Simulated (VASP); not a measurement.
# C (P6_3/mmc) in VASP: G0W0 quasiparticle levels with PBE

Aim: the G0W0 quasiparticle levels of C with PBE.

Program: VASP 6.6.1. These are calculated values, not measurements. Logs are shortened: lines on timing, memory, paths and dates and some standing lists are left out, and cuts for length are marked.

## (1) The cell of the first run

The structure is hexagonal, space group P6_3/mmc (No. 194). The conventional cell has a = 2.522 Å, b = 2.522 Å, c = 8.237 Å, α = 90.00°, β = 90.00°, γ = 120.00°. Within 2.1 Å of C (site symmetry 3m) lie 4 C at 1.54 Å. Within 2.1 Å of C (site symmetry 3m) lie 4 C at 1.54 Å.

## (2) G0W0 quasiparticle levels, PBE

POSCAR reads:

```
C
1.0
    2.5221000000      0.0000000000      0.0000000000
   -1.2610500000      2.1842026709      0.0000000000
    0.0000000000      0.0000000000      8.2371000000
C
8
Direct
    0.6666666667      0.3333333333      0.8437500000
    0.3333333333      0.6666666667      0.3437500000
    0.6666666667      0.3333333333      0.6562500000
    0.3333333333      0.6666666667      0.1562500000
    0.0000000000      0.0000000000      0.9062500000
    0.0000000000      0.0000000000      0.4062500000
    0.0000000000      0.0000000000      0.5937500000
    0.0000000000      0.0000000000      0.0937500000
```

INCAR.step1 reads:

```
SYSTEM = C
  PREC = Accurate
  ENCUT = 500
  EDIFF = 1E-8
  ISMEAR = 0
  SIGMA = 0.01
  LREAL = .FALSE.
  LASPH = .TRUE.
  NELM = 80
  ALGO = Normal
  LWAVE = .TRUE.
  LCHARG = .FALSE.
  GGA = PE
```

INCAR.step2 reads:

```
SYSTEM = C
  PREC = Accurate
  ENCUT = 500
  EDIFF = 1E-8
  ISMEAR = 0
  SIGMA = 0.01
  LREAL = .FALSE.
  LASPH = .TRUE.
  NELM = 1
  ALGO = Exact
  LWAVE = .TRUE.
  LCHARG = .FALSE.
  GGA = PE
  NBANDS = 244
  LOPTICS = .TRUE.
  ISTART = 1
```

INCAR.step3 reads:

```
SYSTEM = C
  PREC = Accurate
  ENCUT = 500
  EDIFF = 1E-8
  ISMEAR = 0
  SIGMA = 0.01
  LREAL = .FALSE.
  LASPH = .TRUE.
  ALGO = EVGW0
  LWAVE = .FALSE.
  LCHARG = .FALSE.
  GGA = PE
  NELMGW = 1
  NBANDS = 244
  ENCUTGW = 170.0
  NOMEGA = 96
  PRECFOCK = Fast
  ISTART = 1
  NBANDSGW = 24
  OMEGAMAX = 20
```

KPOINTS reads:

```
regular mesh
0
G
  6 6 2
  0 0 0
```

Potentials or basis: VASP PAW PBE potentials, release 64 (C_GW).

On the command line:

```console
$ cat potpaw_PBE.64/C_GW/POTCAR > POTCAR
$ cp INCAR.step1 INCAR
$ mpirun -np 1 vasp_std > vasp.out
$ cp INCAR.step2 INCAR
$ mpirun -np 1 vasp_std > vasp.out
$ cp INCAR.step3 INCAR
$ mpirun -np 1 vasp_std > vasp.out
```

OUTCAR:

```text
SYSTEM = C
   PREC = Accurate
   ENCUT = 500
   EDIFF = 1E-8
   ISMEAR = 0
   LREAL = .FALSE.
   LASPH = .TRUE.
   GGA = PE
   NELMGW = 1
   ENCUTGW = 170.0
   PRECFOCK = Fast
   ISTART = 1

 ion  position               nearest neighbor table
   1  0.667  0.333  0.844-   3 1.54   5 1.54   5 1.54   5 1.54
   2  0.333  0.667  0.344-   4 1.54   6 1.54   6 1.54   6 1.54
   3  0.667  0.333  0.656-   1 1.54   7 1.54   7 1.54   7 1.54
   4  0.333  0.667  0.156-   2 1.54   8 1.54   8 1.54   8 1.54
   5  0.000  0.000  0.906-   8 1.54   1 1.54   1 1.54   1 1.54
   6  0.000  0.000  0.406-   7 1.54   2 1.54   2 1.54   2 1.54
   7  0.000  0.000  0.594-   6 1.54   3 1.54   3 1.54   3 1.54
   8  0.000  0.000  0.094-   5 1.54   4 1.54   4 1.54   4 1.54

  LATTYP: Found a hexagonal cell.
 ALAT       =     2.5221000000
 C/A-ratio  =     3.2659688355

  Lattice vectors:

 A1 = (   2.5221000000,   0.0000000000,   0.0000000000)
 A2 = (  -1.2610500000,   2.1842026709,   0.0000000000)
 A3 = (   0.0000000000,   0.0000000000,   8.2371000000)

Analysis of symmetry for initial positions (statically):
=====================================================================
 Subroutine PRICEL returns:
 Original cell was already a primitive cell.

 Routine SETGRP: Setting up the symmetry group for a
 hexagonal supercell.

 Subroutine GETGRP returns: Found 24 space group operations
 (whereof 12 operations were pure point group operations)
 out of a pool of 24 trial point group operations.

The static configuration has the point symmetry D_3d.
 The point group associated with its full space group is D_6h.

Analysis of symmetry for dynamics (positions and initial velocities):
=====================================================================
 Subroutine PRICEL returns:
 Original cell was already a primitive cell.

 Routine SETGRP: Setting up the symmetry group for a
 hexagonal supercell.

 Subroutine GETGRP returns: Found 24 space group operations
 (whereof 12 operations were pure point group operations)
 out of a pool of 24 trial point group operations.

The dynamic configuration has the point symmetry D_3d.
 The point group associated with its full space group is D_6h.

 Subroutine INISYM returns: Found 24 space group operations
 (whereof 12 operations are pure point group operations),
 and found     1 'primitive' translations

----------------------------------------------------------------------------------------

                                     Primitive cell
[... 63 lines left out ...]
  0.500000  0.000000  0.000000      3.000000
  0.166667  0.166667  0.000000      6.000000
  0.333333  0.166667  0.000000     12.000000
  0.333333  0.333333  0.000000      2.000000
  0.000000  0.000000  0.500000      1.000000
  0.166667  0.000000  0.500000      6.000000
  0.333333  0.000000  0.500000      6.000000
  0.500000  0.000000  0.500000      3.000000
  0.166667  0.166667  0.500000      6.000000
  0.333333  0.166667  0.500000     12.000000
  0.333333  0.333333  0.500000      2.000000
   k-points           NKPTS =     14   k-points in BZ     NKDIM =     72   number of bands    NBANDS=    244
   number of dos      NEDOS =    301   number of ions     NIONS =      8
   total plane-waves  NPLWV =  19440
   dimension x,y,z NGX =    18 NGY =   18 NGZ =   60
   dimension x,y,z NGXF=    36 NGYF=   36 NGZF=  120
   ions per type =               8
   NGX,Y,Z   is equivalent  to a cutoff of  11.86, 11.86, 12.11 a.u.
   NGXF,Y,Z  is equivalent  to a cutoff of  23.73, 23.73, 24.22 a.u.
 SYSTEM =  C
   PREC   = accura    normal or accurate (medium, high low for compatibility)
   ISTART =      1    job   : 0-new  1-cont  2-samecut
   ICHARG =      0    charge: 1-file 2-atom 10-const
   ISPIN  =      1    spin polarized calculation?
   LNONCOLLINEAR =      F non collinear calculations
   LSORBIT =      F    spin-orbit coupling
   LASPH  =      T    aspherical Exc in radial PAW
   ENCUT  =  500.0 eV  36.75 Ry    6.06 a.u.   4.60  4.60 15.02*2*pi/ulx,y,z
   NELM   =     60;   NELMIN=  2; NELMDL=  0     # of ELM steps
   EDIFF  = 0.1E-07   stopping-criterion for ELM
   LREAL  =      F    real-space projection
   EDIFFG = 0.1E-06   stopping-criterion for IOM
   NSW    =      0    number of steps for IOM
   IBRION =     -1    ionic relax: 0-MD 1-quasi-New 2-CG
   NFREE  =      0    steps in history (QN), initial steepest desc. (CG)
   ISIF   =      0    stress and relaxation
   ISYM   =      3    0-nonsym 1-usesym 2-fastsym
   POTIM  = 0.5000    time-step for ionic-motion
   TEBEG  =    0.0;   TEEND  =   0.0 temperature during run
   PSTRESS=    0.0 pullay stress
   NELECT =      32.0000    total number of electrons
   NUPDOWN=      -1.0000    fix difference up-down
   EMIN   =  10.00;   EMAX   =-10.00  energy-range for DOS
   EFERMI =   0.00;   METHOD = LEGACY
   ISMEAR =     0;   SIGMA  =   0.01  broadening in eV -4-tet -1-fermi 0-gaus
   EFERMI_NEDOS =   21; number of points for ismear=-14 and -15
   IALGO  =     38    algorithm
   IMIX   =      4    mixing-type and parameters
     AMIX     =   0.40;   BMIX     =  1.00
     AMIX_MAG =   1.60;   BMIX_MAG =  1.00
  volume/ion in A,a.u.               =       5.67        38.28
  Fermi-wavevector in a.u.,A,eV,Ry     =   1.457186  2.753682 28.890486  2.123391
  Thomas-Fermi vector in A             =   2.574017
   LORBIT       =      0    0 simple, 1 ext, 2 COOP (PROOUT), +10 PAW based schemes
   GGA     = PE    functional components
   LHFCALC =     T    Hartree Fock is set to
   PRECFOCK=fast      Normal, Fast or Accurate (Low or Medium for compatibility)
   ENCUT4O =  -1.0   cutoff for four orbital integrals eV
   NKREDX  =     1    reduce k-point grid by
   NKREDY  =     1    reduce k-point grid by
   NKREDZ  =     1    reduce k-point grid by
   AEXX    =    1.0000 exact exchange contribution
   HFSCREEN=    0.0000 screening length (either q_TF or 0.3 A-1)
   HFSCREENC=   0.0000 screening length for correlation (either q_TF or 0.3 A-1)
   ENCUTFOCK=  -1.0 apply spherical cutoff to Coloumb kernel
   IVDW    =     0    specifies the selected vdW correction
   LEPSILON=     F    determine dielectric tensor
   LRPA    =     F    only Hartree local field effects (RPA)
   LRPAFORCE           =     F    calculate RPA forces
   ENCUTGW             = 170.0    cutoff for response function in eV
   ENCUTGWSOFT         = 136.0    soft cutoff for Coulomb kernel in GW response function in eV
   ENCUTLF             =  -1.0    cutoff for local field effects
   NELMGW              =     1    number of iterations in solving QP/BSE equation
   NELMHF              =     1    number of iterations in the inner HF iteration
   NKREDLFX            =     1    NKREDLFY  =   1   NKREDLFZ  =   1
 non-spin polarized calculation
 Gauss-broadening in eV      SIGMA  =   0.01
  energy-cutoff  :      500.00
  volume of cell :       45.38
 maximum number of plane-waves:      1168
  NGX = 12; NGY = 12; NGZ = 40
   NGX =  9   NGY =  9   NGZ = 31
 maximum number of plane-waves:       238

 QP shifts <psi_nk| G(iteration)W_0 |psi_nk>: iteration 1
 for sc-GW calculations column KS-energies equals QP-energies in previous step
 and V_xc(KS)=  KS-energies - (<T + V_ion + V_H > + <T+V_H+V_ion>^1  + <V_x>^1)

 k-point   1 :       0.0000    0.0000    0.0000
  band No.  KS-energies  QP-energies   sigma(KS)   V_xc(KS)     V^pw_x(r,r')   Z            occupation Imag(sigma)

      1     -11.7249     -13.2622     -16.8395     -14.7813     -25.4327       0.7470       2.0000       1.2807
      2     -10.0324     -11.4944     -16.8563     -14.9091     -25.0083       0.7508       2.0000       1.0710
      3      -9.9818     -11.4650     -16.8618     -14.9023     -25.0021       0.7569       2.0000       1.0542
      4      -5.9173      -7.2971     -17.4802     -15.6405     -24.5977       0.7500       2.0000       0.5659
      5      -3.6297      -4.8471     -16.2266     -14.5907     -22.0049       0.7442       2.0000       0.2645
      6       3.1596       2.0642     -17.0538     -15.6745     -20.6154       0.7943       2.0000       0.0514
[... 380 lines left out ...]
     23      21.7393      22.8393     -13.4967     -14.8674      -7.0587       0.8025       0.0000      -0.0740
     24      21.7393      22.8393     -13.4967     -14.8674      -7.0587       0.8025       0.0000      -0.0740
```

It took 13 min on 1 thread of AMD EPYC 9R45 (Zen 5), shared host; peak memory 0.69 GiB.

Results:

```yaml
Quasiparticle_gap: 5.66 eV
Least_direct_quasiparticle_gap: 6.86 eV
Band_gap_of_the_starting_levels_on_the_mesh: 4.46 eV
Least_direct_gap_of_the_starting_levels_on_the_mesh: 5.18 eV
```

Caveat: the k points lie up to 0.48 Å⁻¹ apart; bands, screening cutoff and mesh are small and nothing is extrapolated, so the quasiparticle values aren't converged.
